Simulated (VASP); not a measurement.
# BaO (Fm-3m) in VASP: notebook

The runs below take BaO through single point, with PBE.

Program: VASP 6.6.1. These are calculated values, not measurements. Logs are shortened: lines on timing, memory, paths and dates and some standing lists are left out, and cuts for length are marked.

## (1) The cell of the first run

It takes space group Fm-3m (No. 225, cubic). The conventional cell has a = 5.574 Å, b = 5.574 Å, c = 5.574 Å, α = 90.00°, β = 90.00°, γ = 90.00°. Ba (site symmetry m-3m) has 6 O at 2.79 Å within 3.7 Å. Within 3.7 Å of O (site symmetry m-3m) lie 6 Ba at 2.79 Å.

## (2) Single point, PBE

INCAR

```
SYSTEM = BaO
  PREC = Accurate
  ENCUT = 600
  EDIFF = 1E-6
  ISMEAR = 0
  SIGMA = 0.02
  LREAL = .FALSE.
  LASPH = .TRUE.
  NELM = 120
  ALGO = Normal
  ISIF = 2
  LWAVE = .FALSE.
  LCHARG = .FALSE.
  GGA = PE
  NBANDS = 15
  GGA_COMPAT = .FALSE.
```

KPOINTS

```
regular mesh
0
G
  8 8 8
  0 0 0
```

POSCAR

```
BaO
1.0
    0.0000000000      2.7870116222      2.7870116222
    2.7870116222      0.0000000000      2.7870116222
    2.7870116222      2.7870116222      0.0000000000
Ba O
1 1
Direct
    0.0000000000      0.0000000000      0.0000000000
    0.5000000000      0.5000000000      0.5000000000
```

Potentials or basis: VASP PAW PBE potentials, release 64 (Ba_sv, O).

The run is started by

```console
cat potpaw_PBE.64/Ba_sv/POTCAR potpaw_PBE.64/O/POTCAR > POTCAR
mpirun -np 1 vasp_std > vasp.out
```

OUTCAR:

```text
SYSTEM = BaO
   PREC = Accurate
   ENCUT = 600
   EDIFF = 1E-6
   ISMEAR = 0
   LREAL = .FALSE.
   LASPH = .TRUE.
   NELM = 120
   ISIF = 2
   GGA = PE

 ion  position               nearest neighbor table
   1  0.000  0.000  0.000-   2 2.79   2 2.79   2 2.79   2 2.79   2 2.79   2 2.79
   2  0.500  0.500  0.500-   1 2.79   1 2.79   1 2.79   1 2.79   1 2.79   1 2.79

  LATTYP: Found a face centered cubic cell.
 ALAT       =     5.5740232444

  Lattice vectors:

 A1 = (   0.0000000000,   2.7870116222,   2.7870116222)
 A2 = (   2.7870116222,   0.0000000000,   2.7870116222)
 A3 = (   2.7870116222,   2.7870116222,   0.0000000000)

Analysis of symmetry for initial positions (statically):
=====================================================================
 Subroutine PRICEL returns:
 Original cell was already a primitive cell.

 Routine SETGRP: Setting up the symmetry group for a
 face centered cubic supercell.

 Subroutine GETGRP returns: Found 48 space group operations
 (whereof 48 operations were pure point group operations)
 out of a pool of 48 trial point group operations.

The static configuration has the point symmetry O_h .

Analysis of symmetry for dynamics (positions and initial velocities):
=====================================================================
 Subroutine PRICEL returns:
 Original cell was already a primitive cell.

 Routine SETGRP: Setting up the symmetry group for a
 face centered cubic supercell.

 Subroutine GETGRP returns: Found 48 space group operations
 (whereof 48 operations were pure point group operations)
 out of a pool of 48 trial point group operations.

The dynamic configuration has the point symmetry O_h .

 Subroutine INISYM returns: Found 48 space group operations
 (whereof 48 operations are pure point group operations),
 and found     1 'primitive' translations

----------------------------------------------------------------------------------------

                                     Primitive cell

  volume of cell :      43.2959

  direct lattice vectors                    reciprocal lattice vectors
     0.000000000  2.787011622  2.787011622    -0.179403629  0.179403629  0.179403629
     2.787011622  0.000000000  2.787011622     0.179403629 -0.179403629  0.179403629
     2.787011622  2.787011622  0.000000000     0.179403629  0.179403629 -0.179403629

  length of vectors
     3.941429635  3.941429635  3.941429635     0.310736201  0.310736201  0.310736201

  position of ions in fractional coordinates (direct lattice)
     0.000000000  0.000000000  0.000000000
     0.500000000  0.500000000  0.500000000

  ion indices of the primitive-cell ions
   primitive index   ion index
                 1           1
                 2           2

----------------------------------------------------------------------------------------

 KPOINTS: regular mesh

Automatic generation of k-mesh.
 Grid dimensions read from file:
 generate k-points for:    8    8    8

 Generating k-lattice:

  Cartesian coordinates                     Fractional coordinates (reciprocal lattice)
    -0.022425454  0.022425454  0.022425454     0.125000000  0.000000000  0.000000000
     0.022425454 -0.022425454  0.022425454     0.000000000  0.125000000  0.000000000
     0.022425454  0.022425454 -0.022425454     0.000000000  0.000000000  0.125000000

  Length of vectors
     0.038842025  0.038842025  0.038842025

  Shift w.r.t. Gamma in fractional coordinates (k-lattice)
     0.000000000  0.000000000  0.000000000

 Subroutine IBZKPT returns following result:
 ===========================================

 Found     29 irreducible k-points:

 Following reciprocal coordinates:
            Coordinates               Weight
  0.000000  0.000000  0.000000      1.000000
  0.125000  0.000000  0.000000      8.000000
  0.250000  0.000000  0.000000      8.000000
  0.375000  0.000000  0.000000      8.000000
  0.500000  0.000000  0.000000      4.000000
  0.125000  0.125000  0.000000      6.000000
[... 16 lines left out ...]
  0.500000  0.250000  0.125000     48.000000
 -0.375000  0.250000  0.125000     24.000000
 [... further k-points ...]
   k-points           NKPTS =     29   k-points in BZ     NKDIM =     29   number of bands    NBANDS=     15
   number of dos      NEDOS =    301   number of ions     NIONS =      2
   total plane-waves  NPLWV =  32768
   dimension x,y,z NGX =    32 NGY =   32 NGZ =   32
   dimension x,y,z NGXF=    64 NGYF=   64 NGZF=   64
   ions per type =               1   1
   NGX,Y,Z   is equivalent  to a cutoff of  13.50, 13.50, 13.50 a.u.
   NGXF,Y,Z  is equivalent  to a cutoff of  26.99, 26.99, 26.99 a.u.
 SYSTEM =  BaO
   PREC   = accura    normal or accurate (medium, high low for compatibility)
   ISTART =      0    job   : 0-new  1-cont  2-samecut
   ICHARG =      2    charge: 1-file 2-atom 10-const
   ISPIN  =      1    spin polarized calculation?
   LNONCOLLINEAR =      F non collinear calculations
   LSORBIT =      F    spin-orbit coupling
   LASPH  =      T    aspherical Exc in radial PAW
   ENCUT  =  600.0 eV  44.10 Ry    6.64 a.u.   7.87  7.87  7.87*2*pi/ulx,y,z
   NELM   =    120;   NELMIN=  2; NELMDL= -5     # of ELM steps
   EDIFF  = 0.1E-05   stopping-criterion for ELM
   LREAL  =      F    real-space projection
   EDIFFG = 0.1E-04   stopping-criterion for IOM
   NSW    =      0    number of steps for IOM
   IBRION =     -1    ionic relax: 0-MD 1-quasi-New 2-CG
   NFREE  =      0    steps in history (QN), initial steepest desc. (CG)
   ISIF   =      2    stress and relaxation
   ISYM   =      2    0-nonsym 1-usesym 2-fastsym
   POTIM  = 0.5000    time-step for ionic-motion
   TEBEG  =    0.0;   TEEND  =   0.0 temperature during run
   PSTRESS=    0.0 pullay stress
   NELECT =      16.0000    total number of electrons
   NUPDOWN=      -1.0000    fix difference up-down
   EMIN   =  10.00;   EMAX   =-10.00  energy-range for DOS
   EFERMI =   0.00;   METHOD = LEGACY
   ISMEAR =     0;   SIGMA  =   0.02  broadening in eV -4-tet -1-fermi 0-gaus
   EFERMI_NEDOS =   21; number of points for ismear=-14 and -15
   IALGO  =     38    algorithm
   IMIX   =      4    mixing-type and parameters
     AMIX     =   0.40;   BMIX     =  1.00
     AMIX_MAG =   1.60;   BMIX_MAG =  1.00
  volume/ion in A,a.u.               =      21.65       146.09
  Fermi-wavevector in a.u.,A,eV,Ry     =   1.174806  2.220061 18.778332  1.380168
  Thomas-Fermi vector in A             =   2.311197
   LORBIT       =      0    0 simple, 1 ext, 2 COOP (PROOUT), +10 PAW based schemes
   GGA     = PE    functional components
   LHFCALC =     F    Hartree Fock is set to
   AEXX    =    0.0000 exact exchange contribution
   IVDW    =     0    specifies the selected vdW correction
   LEPSILON=     F    determine dielectric tensor
   LRPA    =     F    only Hartree local field effects (RPA)
 non-spin polarized calculation
 Gauss-broadening in eV      SIGMA  =   0.02
  energy-cutoff  :      600.00
  volume of cell :       43.30
 maximum number of plane-waves:      1459
   NGX = 15   NGY = 15   NGZ = 15

 number of electron      16.0000002 magnetization

 Free energy of the ion-electron system (eV)
  ---------------------------------------------------
  ext. energy  EPLUGINS =         0.00000000
  ---------------------------------------------------
  free energy    TOTEN  =       -11.80658559 eV

  energy without entropy =      -11.80658559  energy(sigma->0) =      -11.80658559

 E-fermi :   1.9016     XC(G=0):  -9.5326

 val. band max:        1.7448538977   @ k =   0.5000   0.5000   0.0000
 cond. band min:       3.7829233826   @ k =   0.5000   0.5000   0.0000
 fundamental gap:      2.0380694849
 Fermi energy:         1.9015727960

 k-point     1 :       0.0000    0.0000    0.0000
  band No.  band energies     occupation
      1     -24.1669      2.00000
      2     -13.2159      2.00000
      3      -8.7152      2.00000
      4      -8.7152      2.00000
      5      -8.7152      2.00000
      6       1.4513      2.00000
      7       1.4513      2.00000
      8       1.4513      2.00000
      9       5.2115      0.00000
     10       6.4386      0.00000
     11       6.4386      0.00000
     12       6.4386      0.00000
     13       8.6572      0.00000
     14       8.6572      0.00000
     15      11.7053      0.00000

 k-point     2 :       0.1250    0.0000    0.0000
  band No.  band energies     occupation
      1     -24.1335      2.00000
      2     -13.3151      2.00000
      3      -8.7503      2.00000
      4      -8.7328      2.00000
      5      -8.7328      2.00000
      6       1.1196      2.00000
      7       1.2584      2.00000
      8       1.2584      2.00000
      9       5.8409      0.00000
     10       6.3225      0.00000
     11       6.7217      0.00000
     12       6.7217      0.00000
     13       9.0427      0.00000
     14       9.0427      0.00000
     15      12.6397      0.00000

 k-point     3 :       0.2500    0.0000    0.0000
  band No.  band energies     occupation
      1     -24.0513      2.00000
      2     -13.5553      2.00000
      3      -8.8289      2.00000
      4      -8.7745      2.00000
      5      -8.7745      2.00000
      6       0.5018      2.00000
      7       0.8463      2.00000
      8       0.8463      2.00000
      9       6.2105      0.00000
     10       7.4223      0.00000
     11       7.4863      0.00000
     12       7.4863      0.00000
     13      10.0015      0.00000
     14      10.0015      0.00000
     15      14.6508      0.00000
[... 343 lines left out ...]
 k-point    23 :       0.5000    0.2500    0.1250
  band No.  band energies     occupation
      1     -23.9248      2.00000
      2     -13.6933      2.00000
      3      -9.2847      2.00000
      4      -9.1645      2.00000
      5      -8.8312      2.00000
      6       0.3755      2.00000
      7       0.6336      2.00000
      8       1.2278      2.00000
      9       5.8918      0.00000
     10       7.6829      0.00000
     11       9.0256      0.00000
     12       9.1826      0.00000
     13      11.1401      0.00000
     14      12.5664      0.00000
     15      14.3995      0.00000

 k-point    24 :      -0.3750    0.2500    0.1250
  band No.  band energies     occupation
      1     -23.8966      2.00000
      2     -13.7375      2.00000
      3      -9.3048      2.00000
      4      -9.3019      2.00000
      5      -8.8238      2.00000
      6       0.2821      2.00000
      7       0.8636      2.00000
      8       0.9325      2.00000
      9       6.5844      0.00000
     10       7.1840      0.00000
     11       9.4853      0.00000
     12       9.5362      0.00000
     13      11.6847      0.00000
     14      13.3702      0.00000
     15      13.7190      0.00000

 [... further k-points ...]

------------------------ aborting loop because EDIFF is reached ----------------------------------------

  FORCE on cell =-STRESS in cart. coord.  units (eV):
  Direction    XX          YY          ZZ          XY          YZ          ZX
  --------------------------------------------------------------------------------------
  -------------------------------------------------------------------------------------
  Total        0.4054216      0.4054216      0.4054216     -0.0000000     -0.0000000      0.0000000
  in kB       15.0027576     15.0027576     15.0027576     -0.0000000     -0.0000000      0.0000000
  external PRESSURE =      15.0027576 kB  Pullay stress =       0.0000000 kB

 VOLUME and BASIS-vectors are now :
 -----------------------------------------------------------------------------
  energy-cutoff  :      600.00
  volume of cell :       43.30
      direct lattice vectors                 reciprocal lattice vectors
     0.000000000  2.787011622  2.787011622    -0.179403629  0.179403629  0.179403629
     2.787011622  0.000000000  2.787011622     0.179403629 -0.179403629  0.179403629
     2.787011622  2.787011622  0.000000000     0.179403629  0.179403629 -0.179403629

 POSITION                                       TOTAL-FORCE (eV/Angst)
 -----------------------------------------------------------------------------------
      0.00000      0.00000      0.00000        -0.000000     -0.000000      0.000000
      2.78701      2.78701      2.78701         0.000000      0.000000     -0.000000
 -----------------------------------------------------------------------------------
    total drift:                                0.000000     -0.000000      0.000000

  FREE ENERGIE OF THE ION-ELECTRON SYSTEM (eV)
  ---------------------------------------------------
  free  energy   TOTEN  =       -11.8065855927 eV

  energy  without entropy=      -11.8065855927  energy(sigma->0) =      -11.80658559
```

Wall time 29 s (1 thread of Intel Xeon 8259CL, shared host); peak memory 0.18 GiB.

Results:

| Property | Result |
| --- | --- |
| Free energy | -11.8066 eV |
| Pressure | 1.5 GPa |
| Band gap on the k mesh | 2.04 eV |

Caveat: spin-orbit coupling is left out, which moves the levels of the heavy elements.

## (3) Single point, PBE

INCAR

```
ALGO     = Normal         # electronic algorithm
EDIFF    = 1E-6           # SCF threshold, eV
ENCUT    = 600            # plane-wave cutoff, eV
GGA      = PE             # functional
GGA_COMPAT= False        
ISIF     = 2              # what is computed and relaxed
ISMEAR   = 0              # smearing method
LASPH    = True           # aspherical terms in the spheres
LCHARG   = False          # write CHGCAR
LREAL    = False          # projectors in reciprocal space
LWAVE    = False          # write WAVECAR
NBANDS   = 15             # bands
NELM     = 120            # most SCF steps
PREC     = Accurate       # precision mode
SIGMA    = 0.02           # smearing width, eV
```

KPOINTS

```
k-points
0
Gamma
  8 8 8
```

POSCAR is that of step 2.

Potentials or basis: VASP PAW PBE potentials, release 64 (Ba_sv, O).

The run is started by

```console
cat potpaw_PBE.64/Ba_sv/POTCAR potpaw_PBE.64/O/POTCAR > POTCAR
mpirun -np 1 vasp_std > vasp.out
```

It took 28 s on 1 thread of Intel Xeon 8259CL, shared host; peak memory 0.19 GiB.

Results (log left out):

```
Free energy            : -11.8066 eV
Pressure               : 1.5 GPa
Band gap on the k mesh : 2.04 eV
```

Levels at points of the mesh, in eV from the valence-band top:
| k point | band 5 | band 6 | band 7 | band 8 | band 9 | band 10 | band 11 | band 12 |
| --- | --- | --- | --- | --- | --- | --- | --- | --- |
| (0.00, 0.00, 0.00) | -10.46 | -0.29 | -0.29 | -0.29 | 3.47 | 4.69 | 4.69 | 4.69 |
| (0.50, 0.00, 0.00) | -10.58 | -1.92 | -1.39 | -1.39 | 4.91 | 7.10 | 7.10 | 8.08 |
| (0.50, 0.50, 0.00) | -11.01 | -0.13 | -0.13 | 0.00 | 2.04 | 5.90 | 8.80 | 9.28 |

Caveat: spin-orbit coupling is left out, which moves the levels of the heavy elements. A k mesh can miss the band edges.
